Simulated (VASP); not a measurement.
# Rb (R-3m) in VASP: notebook

Rb is run at these levels: PBE; tasks: single point.

Program: VASP 6.6.1. These are calculated values, not measurements. Logs are shortened: lines on timing, memory, paths and dates and some standing lists are left out, and cuts for length are marked.

## Step 1: The cell of the first run

It takes space group R-3m (No. 166, trigonal). Conventional cell: a = 5.006 Å, b = 5.006 Å, c = 35.419 Å, α = 90.00°, β = 90.00°, γ = 120.00°.

## Step 2: Single point, PBE (K replaced by Rb, lengths x 1.050, strained)

The input, INCAR:

```
PREC = Accurate
ENCUT = 520
EDIFF = 1E-7
ISMEAR = 0
SIGMA = 0.1
LREAL = F
LASPH = T
NELM = 100
ALGO = Normal
ISIF = 2
LWAVE = F
LCHARG = T
GGA = PE
LELF = T
LVHAR = T
NBANDS = 20
```

The input, KPOINTS:

```
Automatic mesh
0
Gamma
  6 6 6
```

The input, POSCAR:

```
Rb
1.0
    2.5031340596      1.4451851231     11.8064290591
   -2.5031340596      1.4451851231     11.8064290591
    0.0000000000     -2.8903702463     11.8064290591
Rb
3
Direct
    0.0000000000      0.0000000000      0.0000000000
    0.7798462407      0.7798462407      0.7798462407
    0.2201537593      0.2201537593      0.2201537593
```

Potentials or basis: VASP PAW PBE potentials, release 64 (Rb_sv).

Run with:

```sh
$ cat potpaw_PBE.64/Rb_sv/POTCAR > POTCAR
$ mpirun -np 1 vasp_std > vasp.out
```

OUTCAR:

```text
PREC = Accurate
   ENCUT = 520
   EDIFF = 1E-7
   ISMEAR = 0
   LREAL = F
   LASPH = T
   NELM = 100
   ISIF = 2
   GGA = PE

 ion  position               nearest neighbor table
   1  0.000  0.000  0.000-   2 4.94   2 4.94   3 4.94   3 4.94   2 4.94   3 4.94
   2  0.780  0.780  0.780-   3 4.77   3 4.77   3 4.77   1 4.94   1 4.94   1 4.94
   3  0.220  0.220  0.220-   2 4.77   2 4.77   2 4.77   1 4.94   1 4.94   1 4.94

  LATTYP: Found a trigonal (rhomboedric) cell.
 ALAT       =    12.1550815418
 COS(alpha) =     0.9151830870

  Lattice vectors:

 A1 = (   2.5031340596,   1.4451851231,  11.8064290591)
 A2 = (  -2.5031340596,   1.4451851231,  11.8064290591)
 A3 = (   0.0000000000,  -2.8903702463,  11.8064290591)

Analysis of symmetry for initial positions (statically):
=====================================================================
 Subroutine PRICEL returns:
 Original cell was already a primitive cell.

 Routine SETGRP: Setting up the symmetry group for a
 trigonal (rhombohedral) supercell.

 Subroutine GETGRP returns: Found 12 space group operations
 (whereof 12 operations were pure point group operations)
 out of a pool of 12 trial point group operations.

The static configuration has the point symmetry D_3d.

Analysis of symmetry for dynamics (positions and initial velocities):
=====================================================================
 Subroutine PRICEL returns:
 Original cell was already a primitive cell.

 Routine SETGRP: Setting up the symmetry group for a
 trigonal (rhombohedral) supercell.

 Subroutine GETGRP returns: Found 12 space group operations
 (whereof 12 operations were pure point group operations)
 out of a pool of 12 trial point group operations.

The dynamic configuration has the point symmetry D_3d.

 Subroutine INISYM returns: Found 12 space group operations
 (whereof 12 operations are pure point group operations),
 and found     1 'primitive' translations

----------------------------------------------------------------------------------------

                                     Primitive cell

  volume of cell :     256.2580

  direct lattice vectors                    reciprocal lattice vectors
     2.503134060  1.445185123 11.806429059     0.199749589  0.115325479  0.028233205
    -2.503134060  1.445185123 11.806429059    -0.199749589  0.115325479  0.028233205
     0.000000000 -2.890370246 11.806429059     0.000000000 -0.230650958  0.028233205

  length of vectors
    12.155081542 12.155081542 12.155081542     0.232372499  0.232372499  0.232372499

  position of ions in fractional coordinates (direct lattice)
     0.000000000  0.000000000  0.000000000
     0.779846241  0.779846241  0.779846241
     0.220153759  0.220153759  0.220153759

  ion indices of the primitive-cell ions
   primitive index   ion index
                 1           1
                 2           2
                 3           3

----------------------------------------------------------------------------------------

 KPOINTS: Automatic mesh

Automatic generation of k-mesh.
 Grid dimensions read from file:
 generate k-points for:    6    6    6

 Generating k-lattice:

  Cartesian coordinates                     Fractional coordinates (reciprocal lattice)
     0.033291598  0.019220913  0.004705534     0.166666667  0.000000000 -0.000000000
    -0.033291598  0.019220913  0.004705534     0.000000000  0.166666667 -0.000000000
     0.000000000 -0.038441826  0.004705534     0.000000000  0.000000000  0.166666667

  Length of vectors
     0.038728750  0.038728750  0.038728750

  Shift w.r.t. Gamma in fractional coordinates (k-lattice)
     0.000000000  0.000000000  0.000000000

 Subroutine IBZKPT returns following result:
 ===========================================

 Found     32 irreducible k-points:

 Following reciprocal coordinates:
            Coordinates               Weight
  0.000000  0.000000  0.000000      1.000000
  0.166667  0.000000  0.000000      6.000000
  0.333333  0.000000  0.000000      6.000000
  0.500000  0.000000 -0.000000      3.000000
  0.166667  0.166667  0.000000      6.000000
  0.333333  0.166667  0.000000     12.000000
[... 16 lines left out ...]
  0.500000  0.500000  0.166667      6.000000
 -0.333333  0.500000  0.166667     12.000000
 [... further k-points ...]
   k-points           NKPTS =     32   k-points in BZ     NKDIM =     32   number of bands    NBANDS=     20
   number of dos      NEDOS =    301   number of ions     NIONS =      3
   total plane-waves  NPLWV = 729000
   dimension x,y,z NGX =    90 NGY =   90 NGZ =   90
   dimension x,y,z NGXF=   180 NGYF=  180 NGZF=  180
   ions per type =               3
   NGX,Y,Z   is equivalent  to a cutoff of  12.31, 12.31, 12.31 a.u.
   NGXF,Y,Z  is equivalent  to a cutoff of  24.62, 24.62, 24.62 a.u.
 SYSTEM =  unknown system
   PREC   = accura    normal or accurate (medium, high low for compatibility)
   ISTART =      0    job   : 0-new  1-cont  2-samecut
   ICHARG =      2    charge: 1-file 2-atom 10-const
   ISPIN  =      1    spin polarized calculation?
   LNONCOLLINEAR =      F non collinear calculations
   LSORBIT =      F    spin-orbit coupling
   LASPH  =      T    aspherical Exc in radial PAW
   ENCUT  =  520.0 eV  38.22 Ry    6.18 a.u.  22.60 22.60 22.60*2*pi/ulx,y,z
   NELM   =    100;   NELMIN=  2; NELMDL= -5     # of ELM steps
   EDIFF  = 0.1E-06   stopping-criterion for ELM
   LREAL  =      F    real-space projection
   EDIFFG = 0.1E-05   stopping-criterion for IOM
   NSW    =      0    number of steps for IOM
   IBRION =     -1    ionic relax: 0-MD 1-quasi-New 2-CG
   NFREE  =      0    steps in history (QN), initial steepest desc. (CG)
   ISIF   =      2    stress and relaxation
   ISYM   =      2    0-nonsym 1-usesym 2-fastsym
   POTIM  = 0.5000    time-step for ionic-motion
   TEBEG  =    0.0;   TEEND  =   0.0 temperature during run
   PSTRESS=    0.0 pullay stress
   NELECT =      27.0000    total number of electrons
   NUPDOWN=      -1.0000    fix difference up-down
   EMIN   =  10.00;   EMAX   =-10.00  energy-range for DOS
   EFERMI =   0.00;   METHOD = LEGACY
   ISMEAR =     0;   SIGMA  =   0.10  broadening in eV -4-tet -1-fermi 0-gaus
   EFERMI_NEDOS =   21; number of points for ismear=-14 and -15
   IALGO  =     38    algorithm
   IMIX   =      4    mixing-type and parameters
     AMIX     =   0.40;   BMIX     =  1.00
     AMIX_MAG =   1.60;   BMIX_MAG =  1.00
  volume/ion in A,a.u.               =      85.42       576.44
  Fermi-wavevector in a.u.,A,eV,Ry     =   0.773221  1.461176  8.134524  0.597871
  Thomas-Fermi vector in A             =   1.875019
   LORBIT       =      0    0 simple, 1 ext, 2 COOP (PROOUT), +10 PAW based schemes
   GGA     = PE    functional components
   LHFCALC =     F    Hartree Fock is set to
   AEXX    =    0.0000 exact exchange contribution
   IVDW    =     0    specifies the selected vdW correction
   LEPSILON=     F    determine dielectric tensor
   LRPA    =     F    only Hartree local field effects (RPA)
 non-spin polarized calculation
 Gauss-broadening in eV      SIGMA  =   0.10
  energy-cutoff  :      520.00
  volume of cell :      256.26
 maximum number of plane-waves:      6932
   NGX = 45   NGY = 45   NGZ = 45

 number of electron      27.0000000 magnetization

 Free energy of the ion-electron system (eV)
  ---------------------------------------------------
  ext. energy  EPLUGINS =         0.00000000
  ---------------------------------------------------
  free energy    TOTEN  =        -2.78725382 eV

  energy without entropy =       -2.77183443  energy(sigma->0) =       -2.77954412

 E-fermi :   0.1384     XC(G=0):  -5.6194

 val. band max:        0.1316572125   @ k =   0.3333   0.1667   0.1667
 cond. band min:       0.1418762738   @ k =   0.3333   0.3333   0.3333
 fundamental gap:      0.0102190613
 Fermi energy:         0.1384394033

 k-point     1 :       0.0000    0.0000    0.0000
  band No.  band energies     occupation
      1     -28.7229      2.00000
      2     -28.6990      2.00000
      3     -28.6948      2.00000
      4     -12.8416      2.00000
      5     -12.8404      2.00000
      6     -12.7743      2.00000
[... 12 lines left out ...]
     19       3.5765      0.00000
     20       3.6372      0.00000

 k-point     2 :       0.1667    0.0000    0.0000
  band No.  band energies     occupation
      1     -28.7221      2.00000
      2     -28.6980      2.00000
      3     -28.6943      2.00000
      4     -12.8430      2.00000
      5     -12.8344      2.00000
      6     -12.7912      2.00000
[... 12 lines left out ...]
     19       2.9359      0.00000
     20       3.4433      0.00000

 k-point     3 :       0.3333    0.0000    0.0000
  band No.  band energies     occupation
      1     -28.7207      2.00000
      2     -28.6960      2.00000
      3     -28.6935      2.00000
      4     -12.8457      2.00000
      5     -12.8447      2.00000
      6     -12.8221      2.00000
[... 12 lines left out ...]
     19       2.2699      0.00000
     20       2.8124      0.00000

 k-point     4 :       0.5000    0.0000   -0.0000
  band No.  band energies     occupation
      1     -28.7199      2.00000
      2     -28.6948      2.00000
      3     -28.6933      2.00000
      4     -12.8592      2.00000
      5     -12.8553      2.00000
      6     -12.8362      2.00000
[... 12 lines left out ...]
     19       2.2490      0.00000
     20       2.5165      0.00000

 k-point     5 :       0.1667    0.1667    0.0000
  band No.  band energies     occupation
      1     -28.7221      2.00000
      2     -28.6980      2.00000
      3     -28.6943      2.00000
      4     -12.8478      2.00000
      5     -12.8291      2.00000
      6     -12.7898      2.00000
[... 12 lines left out ...]
     19       2.9285      0.00000
     20       3.4731      0.00000

 k-point     6 :       0.3333    0.1667    0.0000
  band No.  band energies     occupation
      1     -28.7210      2.00000
      2     -28.6965      2.00000
      3     -28.6937      2.00000
      4     -12.8436      2.00000
      5     -12.8357      2.00000
      6     -12.8110      2.00000
[... 12 lines left out ...]
     19       2.4522      0.00000
     20       2.9554      0.00000

 k-point     7 :       0.5000    0.1667    0.0000
  band No.  band energies     occupation
      1     -28.7199      2.00000
      2     -28.6948      2.00000
      3     -28.6933      2.00000
      4     -12.8501      2.00000
      5     -12.8445      2.00000
      6     -12.8307      2.00000
[... 12 lines left out ...]
     19       2.0542      0.00000
     20       2.2790      0.00000
[... 277 lines left out ...]
 k-point    20 :       0.5000    0.3333    0.1667
  band No.  band energies     occupation
      1     -28.7210      2.00000
      2     -28.6966      2.00000
      3     -28.6937      2.00000
      4     -12.8443      2.00000
      5     -12.8292      2.00000
      6     -12.8152      2.00000
[... 12 lines left out ...]
     19       2.4866      0.00000
     20       2.9072      0.00000

 k-point    21 :      -0.3333    0.3333    0.1667
  band No.  band energies     occupation
      1     -28.7199      2.00000
      2     -28.6948      2.00000
      3     -28.6933      2.00000
      4     -12.8499      2.00000
      5     -12.8425      2.00000
      6     -12.8266      2.00000
[... 12 lines left out ...]
     19       2.1051      0.00000
     20       2.3615      0.00000

 k-point    22 :      -0.1667    0.3333    0.1667
  band No.  band energies     occupation
      1     -28.7199      2.00000
      2     -28.6948      2.00000
      3     -28.6933      2.00000
      4     -12.8545      2.00000
      5     -12.8442      2.00000
      6     -12.8264      2.00000
[... 12 lines left out ...]
     19       2.2610      0.00000
     20       2.4565      0.00000

 k-point    23 :       0.5000    0.5000    0.1667
  band No.  band energies     occupation
      1     -28.7207      2.00000
      2     -28.6960      2.00000
      3     -28.6935      2.00000
      4     -12.8485      2.00000
      5     -12.8339      2.00000
      6     -12.8215      2.00000
[... 12 lines left out ...]
     19       2.4516      0.00000
     20       2.9373      0.00000

 k-point    24 :      -0.3333    0.5000    0.1667
  band No.  band energies     occupation
      1     -28.7199      2.00000
      2     -28.6948      2.00000
      3     -28.6933      2.00000
      4     -12.8531      2.00000
      5     -12.8370      2.00000
      6     -12.8269      2.00000
[... 12 lines left out ...]
     19       2.1757      0.00000
     20       2.5289      0.00000

 [... further k-points ...]

------------------------ aborting loop because EDIFF is reached ----------------------------------------

  FORCE on cell =-STRESS in cart. coord.  units (eV):
  Direction    XX          YY          ZZ          XY          YZ          ZX
  --------------------------------------------------------------------------------------
  -------------------------------------------------------------------------------------
  Total        0.3360017      0.3360017      0.4382094      0.0000000     -0.0000000      0.0000000
  in kB        2.1007513      2.1007513      2.7397749      0.0000000     -0.0000000      0.0000000
  external PRESSURE =       2.3137592 kB  Pullay stress =       0.0000000 kB

 VOLUME and BASIS-vectors are now :
 -----------------------------------------------------------------------------
  energy-cutoff  :      520.00
  volume of cell :      256.26
      direct lattice vectors                 reciprocal lattice vectors
     2.503134060  1.445185123 11.806429059     0.199749589  0.115325479  0.028233205
    -2.503134060  1.445185123 11.806429059    -0.199749589  0.115325479  0.028233205
     0.000000000 -2.890370246 11.806429059     0.000000000 -0.230650958  0.028233205

 POSITION                                       TOTAL-FORCE (eV/Angst)
 -----------------------------------------------------------------------------------
      0.00000      0.00000      0.00000         0.000000     -0.000000     -0.000000
      0.00000     -0.00000     27.62160         0.000000      0.000000     -0.050915
      0.00000     -0.00000      7.79769         0.000000     -0.000000      0.050915
 -----------------------------------------------------------------------------------
    total drift:                                0.000000     -0.000000      0.000000

  FREE ENERGIE OF THE ION-ELECTRON SYSTEM (eV)
  ---------------------------------------------------
  free  energy   TOTEN  =        -2.7872538174 eV

  energy  without entropy=       -2.7718344308  energy(sigma->0) =       -2.77954412
```

It took 14 min on 1 thread of Intel Xeon Platinum 8375C at 2.90GHz (Ice Lake), shared host; peak memory 1.2 GiB.

Results:

```
Free energy            : -2.7873 eV
Pressure               : 0.2 GPa
Largest force          : 0.051 eV/Å
Band gap on the k mesh : zero (an odd number of electrons rules out a gap without spin polarisation)
```

Forces on the atoms (eV/Å):
```
Rb   0.000  0.000  0.000
Rb   0.000  0.000 -0.051
Rb   0.000  0.000  0.051
```

Levels at points of the mesh, in eV from the Fermi level:
| k point | band 11 | band 12 | band 13 | band 14 | band 15 | band 16 | band 17 | band 18 |
| --- | --- | --- | --- | --- | --- | --- | --- | --- |
| (0.00, 0.00, 0.00) | -12.88 | -12.88 | -2.04 | -0.79 | -0.75 | 1.82 | 1.94 | 3.43 |
| (0.50, 0.00, 0.00) | -12.90 | -12.89 | 0.04 | 0.29 | 0.50 | 1.03 | 1.19 | 1.45 |
| (0.50, 0.50, 0.00) | -12.91 | -12.89 | 0.16 | 0.26 | 0.38 | 0.83 | 1.30 | 1.65 |
| (0.50, 0.50, 0.50) | -12.88 | -12.88 | -1.72 | -1.68 | 0.24 | 0.84 | 3.03 | 3.18 |

Caveat: the cell differs from its parent crystal (K replaced by Rb, lengths x 1.050, strained).

## Step 3: Single point, PBE (K replaced by Rb, lengths x 1.050, strained)

The input, INCAR:

```
SYSTEM = Rb
PREC = Accurate ; ENCUT = 520
EDIFF = 1E-7 ; ISMEAR = 0
SIGMA = 0.1 ; LREAL = .FALSE.
LASPH = .TRUE. ; NELM = 100
ALGO = Normal ; ISIF = 2
LWAVE = .FALSE. ; LCHARG = .FALSE.
GGA = PE ; NBANDS = 20
```

The input, KPOINTS:

```
Automatic mesh
0
G
  12 12 12
  0 0 0
```

POSCAR is that of step 2.

Potentials or basis: VASP PAW PBE potentials, release 64 (Rb_sv).

Run with:

```sh
$ cat potpaw_PBE.64/Rb_sv/POTCAR > POTCAR
$ mpirun -np 1 vasp_std > vasp.out
```

It took 78 min on 1 thread of Intel Xeon Platinum 8375C at 2.90GHz (Ice Lake), shared host; peak memory 1.7 GiB.

It converged, with:

| Property | Result |
| --- | --- |
| Free energy | -2.8020 eV |
| Pressure | 0.2 GPa |
| Largest force | 0.054 eV/Å |
| Band gap on the k mesh | zero (an odd number of electrons rules out a gap without spin polarisation) |

Forces in eV/Å, atoms in the order of the input:
```
Rb   0.000  0.000  0.000
Rb   0.000  0.000 -0.054
Rb   0.000  0.000  0.054
```

Stress tensor (GPa, compression positive):
```
0.17 0.00 0.00
0.00 0.17 0.00
0.00 0.00 0.31
```

Levels at points of the mesh, in eV from the Fermi level:
```csv
k point,band 10,band 11,band 12,band 13,band 14,band 15,band 16,band 17,band 18,band 19
"(0.00, 0.00, 0.00)",-12.90,-12.90,-12.90,-2.06,-0.81,-0.77,1.80,1.92,3.41,3.42
"(0.50, 0.00, 0.00)",-12.94,-12.92,-12.92,0.02,0.26,0.48,1.01,1.17,1.43,2.09
"(0.50, 0.50, 0.00)",-12.93,-12.93,-12.92,0.13,0.24,0.36,0.81,1.28,1.63,1.91
"(0.50, 0.50, 0.50)",-12.91,-12.90,-12.90,-1.74,-1.69,0.21,0.82,3.01,3.16,3.37
```

Caveat: the cell differs from its parent crystal (K replaced by Rb, lengths x 1.050, strained).
